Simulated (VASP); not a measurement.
# Al18H in VASP: single point with PBE

Aim: the single point of Al18H with PBE.

Program: VASP 6.6.1. These are calculated values, not measurements. Logs are shortened: lines on timing, memory, paths and dates and some standing lists are left out, and cuts for length are marked.

## (1) The cell of the first run

The cell holds a slab with vacuum, 19 atoms: a = 5.707 Å, b = 9.806 Å, c = 20.290 Å, α = 90.00°, β = 90.00°, γ = 98.37°.

## (2) Single point, PBE

Contents of INCAR:

```
SYSTEM = Al18H
ALGO     = Normal         ! electronic algorithm
DIPOL    = 0.5 0.5 0.325
EDIFF    = 1E-6           ! SCF threshold, eV
ENCUT    = 520            ! plane-wave cutoff, eV
GGA      = PE             ! functional
IDIPOL   = 3            
ISIF     = 2              ! what is computed and relaxed
ISMEAR   = 0              ! smearing method
LASPH    = .TRUE.         ! aspherical terms in the spheres
LCHARG   = .FALSE.        ! write CHGCAR
LDIPOL   = .TRUE.       
LREAL    = Auto         
LWAVE    = .FALSE.        ! write WAVECAR
NBANDS   = 42             ! bands
NELM     = 100            ! most SCF steps
PREC     = Accurate       ! precision mode
SIGMA    = 0.1            ! smearing width, eV
```

Contents of KPOINTS:

```
k-points
0
G
  5 3 1
  0 0 0
```

Contents of POSCAR:

```
Al18H
1.0
    5.7070863110      0.0000000000      0.0000000000
   -1.4267715777      9.7014842373      0.0000000000
    0.0000000000      0.0000000000     20.2903703481
Al H
18 1
Direct
    0.2662216041      0.0648864163      0.1971378507
    0.7662216041      0.0648864163      0.1971378507
    0.3354806058      0.3419224231      0.2462112388
    0.8354806058      0.3419224231      0.2462112388
    0.1493324061      0.5973296244      0.2560259164
    0.6493324061      0.5973296244      0.2560259164
    0.4631842064      0.8527368258      0.2658405941
    0.9631842064      0.8527368258      0.2658405941
    0.0319772070      0.1277109165      0.3154271774
    0.5319772070      0.1277109165      0.3154271774
    0.0997917582      0.4042231291      0.3707799915
    0.5997917582      0.4042231291      0.3707799915
    0.4144000518      0.6596656508      0.3785021759
    0.9144000518      0.6596656508      0.3785021759
    0.2263076905      0.9110819252      0.3874246333
    0.7263076905      0.9110819252      0.3874246333
    0.2962427210      0.1814071991      0.4332286793
    0.7962427210      0.1814071991      0.4332286793
    0.6712427210      0.9314071991      0.4659983428
```

Potentials or basis: VASP PAW PBE potentials, release 64 (Al, H).

The run is started by

```sh
> cat potpaw_PBE.64/Al/POTCAR potpaw_PBE.64/H/POTCAR > POTCAR
> mpirun -np 1 vasp_std > vasp.out
```

OUTCAR:

```text
SYSTEM = Al18H
   EDIFF = 1E-6
   ENCUT = 520
   GGA = PE
   ISIF = 2
   ISMEAR = 0
   LASPH = .TRUE.
   LREAL = Auto
   NELM = 100
   PREC = Accurate

 ion  position               nearest neighbor table
   1  0.266  0.065  0.197-   2 2.85   2 2.85   9 2.86  10 2.86   3 2.87   7 2.87   8 2.87
   2  0.766  0.065  0.197-   1 2.85   1 2.85  10 2.86   9 2.86   4 2.87   8 2.87   7 2.87
   3  0.335  0.342  0.246-   4 2.85   4 2.85   6 2.87   5 2.87   1 2.87   9 2.89  10 2.89  12 2.96
                            11 2.97
   4  0.835  0.342  0.246-   3 2.85   3 2.85   5 2.87   6 2.87   2 2.87  10 2.89   9 2.89  11 2.96
                            12 2.97
   5  0.149  0.597  0.256-   6 2.85   6 2.85   4 2.87   3 2.87   7 2.87   8 2.87  13 2.93  14 2.93
                            11 2.99
   6  0.649  0.597  0.256-   5 2.85   5 2.85   3 2.87   4 2.87   8 2.87   7 2.87  14 2.93  13 2.93
                            12 2.99
   7  0.463  0.853  0.266-  10 2.85   8 2.85   8 2.85   1 2.87   2 2.87   5 2.87   6 2.87  16 2.90
                            15 2.91  13 2.96
   8  0.963  0.853  0.266-   9 2.85   7 2.85   7 2.85   2 2.87   1 2.87   6 2.87   5 2.87  15 2.90
                            16 2.91  14 2.96
   9  0.032  0.128  0.315-  18 2.83  17 2.83   8 2.85  10 2.85  10 2.85   1 2.86   2 2.86   3 2.89
                             4 2.89  11 2.91  15 2.93  16 2.93
  10  0.532  0.128  0.315-  17 2.83  18 2.83   7 2.85   9 2.85   9 2.85   2 2.86   1 2.86   4 2.89
                             3 2.89  12 2.91  16 2.93  15 2.93
  11  0.100  0.404  0.371-  12 2.85  12 2.85  14 2.86  13 2.87  18 2.88  17 2.89   9 2.91   4 2.96
                             3 2.97   5 2.99
  12  0.600  0.404  0.371-  11 2.85  11 2.85  13 2.86  14 2.87  17 2.88  18 2.89  10 2.91   3 2.96
                             4 2.97   6 2.99
  13  0.414  0.660  0.379-  16 2.83  15 2.83  14 2.85  14 2.85  12 2.86  11 2.87   5 2.93   6 2.93
                             7 2.96
  14  0.914  0.660  0.379-  15 2.83  16 2.83  13 2.85  13 2.85  11 2.86  12 2.87   6 2.93   5 2.93
                             8 2.96
  15  0.226  0.911  0.387-  17 2.78  14 2.83  13 2.83  16 2.85  16 2.85   8 2.90   7 2.91   9 2.93
                            10 2.93
  16  0.726  0.911  0.387-  19 1.64  18 2.78  13 2.83  14 2.83  15 2.85  15 2.85   7 2.90   8 2.91
                            10 2.93   9 2.93
  17  0.296  0.181  0.433-  15 2.78  10 2.83   9 2.83  18 2.85  18 2.85  12 2.88  11 2.89
  18  0.796  0.181  0.433-  16 2.78   9 2.83  10 2.83  17 2.85  17 2.85  11 2.88  12 2.89
  19  0.671  0.931  0.466-  16 1.64

  LATTYP: Found a simple monoclinic cell.
 ALAT       =     5.7070863110
 B/A-ratio  =     3.5552941102
 C/A-ratio  =     1.7181865164
 COS(beta)  =    -0.1455022476

  Lattice vectors:

 A1 = (   5.7070863110,   0.0000000000,   0.0000000000)
 A2 = (   0.0000000000,   0.0000000000, -20.2903703481)
 A3 = (  -1.4267715777,   9.7014842373,   0.0000000000)

Analysis of symmetry for initial positions (statically):
[... 163 lines left out ...]
  volume/ion in A,a.u.               =      59.13       399.01
  Fermi-wavevector in a.u.,A,eV,Ry     =   0.598892  1.131741  4.880017  0.358671
  Thomas-Fermi vector in A             =   1.650167
   LORBIT       =      0    0 simple, 1 ext, 2 COOP (PROOUT), +10 PAW based schemes
   GGA     = PE    functional components
   LHFCALC =     F    Hartree Fock is set to
   AEXX    =    0.0000 exact exchange contribution
   IVDW    =     0    specifies the selected vdW correction
   LEPSILON=     F    determine dielectric tensor
   LRPA    =     F    only Hartree local field effects (RPA)
 non-spin polarized calculation
 Gauss-broadening in eV      SIGMA  =   0.10
  energy-cutoff  :      520.00
  volume of cell :     1123.42
 maximum number of plane-waves:     30284
   NGX = 21   NGY = 37   NGZ = 75

 dipolmoment           0.000000      0.000000     -0.118281 electrons x Angstroem

 number of electron      55.0000000 magnetization

 dipolmoment           0.000000      0.000000      0.027253 electrons x Angstroem

 Free energy of the ion-electron system (eV)
  ---------------------------------------------------
  ext. energy  EPLUGINS =         0.00000000
  ---------------------------------------------------
  free energy    TOTEN  =       -64.22342634 eV

  energy without entropy =      -64.17528610  energy(sigma->0) =      -64.19935622

 E-fermi :  -0.9135     XC(G=0):  -3.7190

 val. band max:       -0.9145883752   @ k =   0.4000   0.0000   0.0000
 cond. band min:      -0.8692135247   @ k =  -0.4000   0.3333   0.0000
 fundamental gap:      0.0453748505
 Fermi energy:        -0.9134612032

 k-point     1 :       0.0000    0.0000    0.0000
  band No.  band energies     occupation
      1     -10.9853      2.00000
      2      -9.4260      2.00000
      3      -9.3424      2.00000
      4      -8.7803      2.00000
      5      -6.9988      2.00000
      6      -6.8559      2.00000
[... 325 lines left out ...]
     38       1.1871      0.00000
     39       1.3009      0.00000
 [bands above 39 left out]

------------------------ aborting loop because EDIFF is reached ----------------------------------------

 vacuum level on the upper side and lower side of the slab       (xc-potential included)        -0.014        -0.102

  FORCE on cell =-STRESS in cart. coord.  units (eV):
  Direction    XX          YY          ZZ          XY          YZ          ZX
  --------------------------------------------------------------------------------------
  -------------------------------------------------------------------------------------
  Total      -12.2760901    -11.2257266     -0.2162922     -0.5060773      0.2327820     -0.1765965
  in kB      -17.5076580    -16.0096725     -0.3084671     -0.7217468      0.3319842     -0.2518547
  external PRESSURE =     -11.2752658 kB  Pullay stress =       0.0000000 kB

 VOLUME and BASIS-vectors are now :
 -----------------------------------------------------------------------------
  energy-cutoff  :      520.00
  volume of cell :     1123.42
      direct lattice vectors                 reciprocal lattice vectors
     5.707086311  0.000000000  0.000000000     0.175220760  0.025769253  0.000000000
    -1.426771578  9.701484237  0.000000000     0.000000000  0.103077011  0.000000000
     0.000000000  0.000000000 20.290370348     0.000000000  0.000000000  0.049284463

 POSITION                                       TOTAL-FORCE (eV/Angst)
 -----------------------------------------------------------------------------------
      1.42677      0.62949      4.00000         0.017992      0.109808      0.043298
      4.28031      0.62949      4.00000         0.007340      0.172454      0.063496
      1.42677      3.31715      4.99572        -0.015530      0.143695     -0.000005
      4.28031      3.31715      4.99572         0.050403      0.042397      0.063395
      0.00000      5.79498      5.19486        -0.057005     -0.047068     -0.000270
      2.85354      5.79498      5.19486         0.055153     -0.168880     -0.015715
[... 11 lines left out ...]
      4.28540      1.75992      8.79037        -0.037364      0.154088      0.172619
      2.50193      9.03603      9.45528         0.049612      0.291879      0.011940
 -----------------------------------------------------------------------------------
    total drift:                               -0.011877     -0.028917     -0.014651

  FREE ENERGIE OF THE ION-ELECTRON SYSTEM (eV)
  ---------------------------------------------------
  free  energy   TOTEN  =       -64.2234263410 eV

  energy  without entropy=      -64.1752860984  energy(sigma->0) =      -64.19935622

 vacuum level on the upper side and lower side of the slab         3.334         3.242
```

Run time: 40 min. Hardware: 1 thread of AMD EPYC 7R43 (Zen 3), shared host; peak memory 1.1 GiB.

What came out:

- Free energy: -64.2234 eV
- Largest force: 0.296 eV/Å
- Band gap on the k mesh: zero (an odd number of electrons rules out a gap without spin polarisation)

Forces in eV/Å, atoms in the order of the input:
```
Al   0.018  0.110  0.043
Al   0.007  0.172  0.063
Al  -0.016  0.144  0.000
Al   0.050  0.042  0.063
Al  -0.057 -0.047  0.000
Al   0.055 -0.169 -0.016
Al  -0.059 -0.067 -0.046
Al   0.088 -0.127 -0.096
Al  -0.056 -0.057  0.082
Al   0.016 -0.063  0.084
Al   0.081 -0.029 -0.040
Al  -0.052  0.067 -0.054
Al  -0.015 -0.138 -0.073
Al  -0.030 -0.034 -0.031
Al  -0.107 -0.043 -0.106
Al   0.080 -0.242 -0.118
Al  -0.018  0.035  0.059
Al  -0.037  0.154  0.173
H    0.050  0.292  0.012
```

Levels at points of the mesh, in eV from the Fermi level:
| k point | band 26 | band 27 | band 28 | band 29 | band 30 | band 31 |
| --- | --- | --- | --- | --- | --- | --- |
| (0.00, 0.00, 0.00) | -0.92 | -0.64 | -0.59 | -0.51 | 0.05 | 0.55 |
